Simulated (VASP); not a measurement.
# Ge (P6_3mc) in VASP: further runs

Ge is run at these levels: PBEsol; tasks: single point.

All numbers are computed with VASP 6.6.1; they aren't measurements. Logs are shortened: lines on timing, memory, paths and dates and some standing lists are left out, and cuts for length are marked.

## (1) The cell of the first run

The structure is hexagonal, space group P6_3mc (No. 186). Conventional cell: a = 3.881 Å, b = 3.881 Å, c = 10.535 Å, α = 90.00°, β = 90.00°, γ = 120.00°. Within 3.1 Å of Ge (site symmetry 3m) lie 3 Ge at 2.34 Å. Ge (site symmetry 3m) has 3 Ge at 2.34 Å within 3.1 Å.

## (2) Single point, PBEsol

INCAR reads:

```
SYSTEM = Ge
ALGO = Normal
EDIFF = 1E-6
ENCUT = 520
GGA = PS
ISIF = 2
ISMEAR = 0
LASPH = .TRUE.
LCHARG = .TRUE.
LELF = .TRUE.
LREAL = .FALSE.
LVHAR = .TRUE.
LWAVE = .FALSE.
NBANDS = 36
NELM = 100
PREC = Accurate
SIGMA = 0.15
```

KPOINTS reads:

```
k-points
0
G
  7 7 2
  0 0 0
```

POSCAR reads:

```
Ge
1.0
    3.8814381892      0.0000000000      0.0000000000
   -1.9407186155      3.3614234756      0.0000000000
    0.0000000000      0.0000000000     10.5347597217
Ge
4
Direct
    0.0000000000      0.0000000000      0.9774520000
    0.0000000000      0.0000000000      0.4774520000
    0.3333333333      0.6666666667      0.9148480000
    0.6666666667      0.3333333333      0.4148480000
```

Potentials or basis: VASP PAW PBE potentials, release 64 (Ge_d).

On the command line:

```sh
> cat potpaw_PBE.64/Ge_d/POTCAR > POTCAR
> mpirun -np 1 vasp_std > vasp.out
```

OUTCAR:

```text
SYSTEM = Ge
   EDIFF = 1E-6
   ENCUT = 520
   GGA = PS
   ISIF = 2
   ISMEAR = 0
   LASPH = .TRUE.
   LREAL = .FALSE.
   NELM = 100
   PREC = Accurate

 ion  position               nearest neighbor table
   1  0.000  0.000  0.977-   3 2.34   3 2.34   3 2.34
   2  0.000  0.000  0.477-   4 2.34   4 2.34   4 2.34
   3  0.333  0.667  0.915-   1 2.34   1 2.34   1 2.34
   4  0.667  0.333  0.415-   2 2.34   2 2.34   2 2.34

  LATTYP: Found a hexagonal cell.
 ALAT       =     3.8814381892
 C/A-ratio  =     2.7141382158

  Lattice vectors:

 A1 = (   3.8814381892,   0.0000000000,   0.0000000000)
 A2 = (  -1.9407186155,   3.3614234756,   0.0000000000)
 A3 = (   0.0000000000,   0.0000000000,  10.5347597217)

Analysis of symmetry for initial positions (statically):
=====================================================================
 Subroutine PRICEL returns:
 Original cell was already a primitive cell.

 Routine SETGRP: Setting up the symmetry group for a
 hexagonal supercell.

 Subroutine GETGRP returns: Found 12 space group operations
 (whereof  6 operations were pure point group operations)
 out of a pool of 24 trial point group operations.

The static configuration has the point symmetry C_3v.
 The point group associated with its full space group is C_6v.

Analysis of symmetry for dynamics (positions and initial velocities):
=====================================================================
 Subroutine PRICEL returns:
 Original cell was already a primitive cell.

 Routine SETGRP: Setting up the symmetry group for a
 hexagonal supercell.

 Subroutine GETGRP returns: Found 12 space group operations
 (whereof  6 operations were pure point group operations)
 out of a pool of 24 trial point group operations.

The dynamic configuration has the point symmetry C_3v.
 The point group associated with its full space group is C_6v.

 Subroutine INISYM returns: Found 12 space group operations
 (whereof  6 operations are pure point group operations),
 and found     1 'primitive' translations

----------------------------------------------------------------------------------------

                                     Primitive cell

  volume of cell :     137.4487

  direct lattice vectors                    reciprocal lattice vectors
     3.881438189  0.000000000  0.000000000     0.257636461  0.148746470  0.000000000
    -1.940718616  3.361423476  0.000000000     0.000000000  0.297493014  0.000000000
     0.000000000  0.000000000 10.534759722     0.000000000  0.000000000  0.094923855

  length of vectors
     3.881438189  3.881437430 10.534759722     0.297492956  0.297493014  0.094923855

  position of ions in fractional coordinates (direct lattice)
     0.000000000  0.000000000  0.977452000
     0.000000000  0.000000000  0.477452000
     0.333333333  0.666666667  0.914848000
     0.666666667  0.333333333  0.414848000

  ion indices of the primitive-cell ions
   primitive index   ion index
                 1           1
                 2           2
                 3           3
                 4           4

----------------------------------------------------------------------------------------

 KPOINTS: k-points

Automatic generation of k-mesh.
 Grid dimensions read from file:
 generate k-points for:    7    7    2

 Generating k-lattice:

  Cartesian coordinates                     Fractional coordinates (reciprocal lattice)
     0.036805209  0.021249496  0.000000000     0.142857143  0.000000000  0.000000000
     0.000000000  0.042499002  0.000000000     0.000000000  0.142857143  0.000000000
     0.000000000  0.000000000  0.047461927     0.000000000  0.000000000  0.500000000

  Length of vectors
     0.042498994  0.042499002  0.047461927

  Shift w.r.t. Gamma in fractional coordinates (k-lattice)
     0.000000000  0.000000000  0.000000000

 Subroutine IBZKPT returns following result:
 ===========================================

 Found     16 irreducible k-points:

 Following reciprocal coordinates:
            Coordinates               Weight
  0.000000  0.000000  0.000000      1.000000
  0.142857  0.000000  0.000000      6.000000
  0.285714 -0.000000  0.000000      6.000000
  0.428571  0.000000  0.000000      6.000000
  0.142857  0.142857  0.000000      6.000000
  0.285714  0.142857  0.000000     12.000000
[... 8 lines left out ...]
  0.428571  0.142857  0.500000      6.000000
  0.285714  0.285714  0.500000      6.000000
   k-points           NKPTS =     16   k-points in BZ     NKDIM =     16   number of bands    NBANDS=     36
   number of dos      NEDOS =    301   number of ions     NIONS =      4
   total plane-waves  NPLWV =  72000
   dimension x,y,z NGX =    30 NGY =   30 NGZ =   80
   dimension x,y,z NGXF=    60 NGYF=   60 NGZF=  160
   ions per type =               4
   NGX,Y,Z   is equivalent  to a cutoff of  12.85, 12.85, 12.62 a.u.
   NGXF,Y,Z  is equivalent  to a cutoff of  25.70, 25.70, 25.25 a.u.
 SYSTEM =  Ge
   PREC   = accura    normal or accurate (medium, high low for compatibility)
   ISTART =      0    job   : 0-new  1-cont  2-samecut
   ICHARG =      2    charge: 1-file 2-atom 10-const
   ISPIN  =      1    spin polarized calculation?
   LNONCOLLINEAR =      F non collinear calculations
   LSORBIT =      F    spin-orbit coupling
   LASPH  =      T    aspherical Exc in radial PAW
   ENCUT  =  520.0 eV  38.22 Ry    6.18 a.u.   7.22  7.22 19.59*2*pi/ulx,y,z
   NELM   =    100;   NELMIN=  2; NELMDL= -5     # of ELM steps
   EDIFF  = 0.1E-05   stopping-criterion for ELM
   LREAL  =      F    real-space projection
   EDIFFG = 0.1E-04   stopping-criterion for IOM
   NSW    =      0    number of steps for IOM
   IBRION =     -1    ionic relax: 0-MD 1-quasi-New 2-CG
   NFREE  =      0    steps in history (QN), initial steepest desc. (CG)
   ISIF   =      2    stress and relaxation
   ISYM   =      2    0-nonsym 1-usesym 2-fastsym
   POTIM  = 0.5000    time-step for ionic-motion
   TEBEG  =    0.0;   TEEND  =   0.0 temperature during run
   PSTRESS=    0.0 pullay stress
   NELECT =      56.0000    total number of electrons
   NUPDOWN=      -1.0000    fix difference up-down
   EMIN   =  10.00;   EMAX   =-10.00  energy-range for DOS
   EFERMI =   0.00;   METHOD = LEGACY
   ISMEAR =     0;   SIGMA  =   0.15  broadening in eV -4-tet -1-fermi 0-gaus
   EFERMI_NEDOS =   21; number of points for ismear=-14 and -15
   IALGO  =     38    algorithm
   IMIX   =      4    mixing-type and parameters
     AMIX     =   0.40;   BMIX     =  1.00
     AMIX_MAG =   1.60;   BMIX_MAG =  1.00
  volume/ion in A,a.u.               =      34.36       231.89
  Fermi-wavevector in a.u.,A,eV,Ry     =   1.213642  2.293451 20.040393  1.472927
  Thomas-Fermi vector in A             =   2.349088
   LORBIT       =      0    0 simple, 1 ext, 2 COOP (PROOUT), +10 PAW based schemes
   GGA     = PS    functional components
   LHFCALC =     F    Hartree Fock is set to
   AEXX    =    0.0000 exact exchange contribution
   IVDW    =     0    specifies the selected vdW correction
   LEPSILON=     F    determine dielectric tensor
   LRPA    =     F    only Hartree local field effects (RPA)
 non-spin polarized calculation
 Gauss-broadening in eV      SIGMA  =   0.15
  energy-cutoff  :      520.00
  volume of cell :      137.45
 maximum number of plane-waves:      3716
 NGX is ok and might be reduce to    30
   NGX = 15   NGY = 15   NGZ = 39

 number of electron      55.9999928 magnetization

 Free energy of the ion-electron system (eV)
  ---------------------------------------------------
  ext. energy  EPLUGINS =         0.00000000
  ---------------------------------------------------
  free energy    TOTEN  =       -17.42447434 eV

  energy without entropy =      -17.42446907  energy(sigma->0) =      -17.42447170

 E-fermi :   1.4843     XC(G=0):  -7.8255

 val. band max:        1.0687927654   @ k =   0.0000   0.0000   0.0000
 cond. band min:       1.8994489070   @ k =   0.2857   0.2857   0.0000
 fundamental gap:      0.8306561416
 Fermi energy:         1.4842532792

 k-point     1 :       0.0000    0.0000    0.0000
  band No.  band energies     occupation
      1     -23.0799      2.00000
      2     -23.0799      2.00000
      3     -23.0799      2.00000
      4     -23.0799      2.00000
      5     -23.0098      2.00000
      6     -23.0098      2.00000
[... 28 lines left out ...]
     35       5.5898      0.00000
     36       5.6140      0.00000

 k-point     2 :       0.1429    0.0000    0.0000
  band No.  band energies     occupation
      1     -23.0917      2.00000
      2     -23.0916      2.00000
      3     -23.0906      2.00000
      4     -23.0906      2.00000
      5     -23.0197      2.00000
      6     -23.0196      2.00000
[... 28 lines left out ...]
     35       6.4454      0.00000
     36       6.4910      0.00000

 k-point     3 :       0.2857   -0.0000    0.0000
  band No.  band energies     occupation
      1     -23.1044      2.00000
      2     -23.1044      2.00000
      3     -23.1023      2.00000
      4     -23.1023      2.00000
      5     -23.0405      2.00000
      6     -23.0404      2.00000
[... 28 lines left out ...]
     35       8.1357      0.00000
     36       8.2664      0.00000
[... 430 lines left out ...]
 k-point    15 :       0.4286    0.1429    0.5000
  band No.  band energies     occupation
      1     -23.1299      2.00000
      2     -23.1299      2.00000
      3     -23.0838      2.00000
      4     -23.0838      2.00000
      5     -23.0701      2.00000
      6     -23.0701      2.00000
[... 28 lines left out ...]
     35       8.2829      0.00000
     36       8.2829      0.00000

 k-point    16 :       0.2857    0.2857    0.5000
  band No.  band energies     occupation
      1     -23.1422      2.00000
      2     -23.1422      2.00000
      3     -23.0807      2.00000
      4     -23.0807      2.00000
      5     -23.0694      2.00000
      6     -23.0694      2.00000
[... 28 lines left out ...]
     35       7.7263      0.00000
     36       7.7263      0.00000

------------------------ aborting loop because EDIFF is reached ----------------------------------------

  FORCE on cell =-STRESS in cart. coord.  units (eV):
  Direction    XX          YY          ZZ          XY          YZ          ZX
  --------------------------------------------------------------------------------------
  -------------------------------------------------------------------------------------
  Total        3.8115663      3.8115649     -0.2000917      0.0000005      0.0000000      0.0000000
  in kB       44.4297142     44.4296983     -2.3323794      0.0000063      0.0000000      0.0000000
  external PRESSURE =      28.8423444 kB  Pullay stress =       0.0000000 kB

 VOLUME and BASIS-vectors are now :
 -----------------------------------------------------------------------------
  energy-cutoff  :      520.00
  volume of cell :      137.45
      direct lattice vectors                 reciprocal lattice vectors
     3.881438189  0.000000000  0.000000000     0.257636461  0.148746470  0.000000000
    -1.940718616  3.361423476  0.000000000     0.000000000  0.297493014  0.000000000
     0.000000000  0.000000000 10.534759722     0.000000000  0.000000000  0.094923855

 POSITION                                       TOTAL-FORCE (eV/Angst)
 -----------------------------------------------------------------------------------
      0.00000      0.00000     10.29722         0.000000     -0.000000      0.203851
      0.00000      0.00000      5.02984        -0.000000     -0.000000      0.203851
      0.00000      2.24095      9.63770         0.000000     -0.000000     -0.203851
      1.94072      1.12047      4.37032        -0.000000      0.000000     -0.203851
 -----------------------------------------------------------------------------------
    total drift:                               -0.000001     -0.000002     -0.004787

  FREE ENERGIE OF THE ION-ELECTRON SYSTEM (eV)
  ---------------------------------------------------
  free  energy   TOTEN  =       -17.4244743358 eV

  energy  without entropy=      -17.4244690664  energy(sigma->0) =      -17.42447170
```

Run time: 96 s. Hardware: 1 thread of Intel Xeon Platinum 8488C (Sapphire Rapids), shared host; peak memory 0.27 GiB.

Results:

* Free energy: -17.4245 eV
* Pressure: 2.9 GPa
* Largest force: 0.204 eV/Å
* Band gap on the k mesh: 0.83 eV, indirect (least direct gap 0.90 eV)

Forces on the atoms (eV/Å):
```
Ge   0.000  0.000  0.204
Ge   0.000  0.000  0.204
Ge   0.000  0.000 -0.204
Ge   0.000  0.000 -0.204
```

Levels at points of the mesh, in eV from the valence-band top:
```csv
k point,band 25,band 26,band 27,band 28,band 29,band 30,band 31,band 32
"(0.00, 0.00, 0.00)",-0.01,-0.01,0.00,0.00,1.56,1.66,1.84,4.48
"(0.00, 0.00, 0.50)",-0.01,-0.01,-0.01,-0.01,1.56,1.56,3.02,3.02
```

Caveat: the PAW data sets were made with another functional, which shifts forces and pressure a little.

(Part 1 of 2 ends here.)
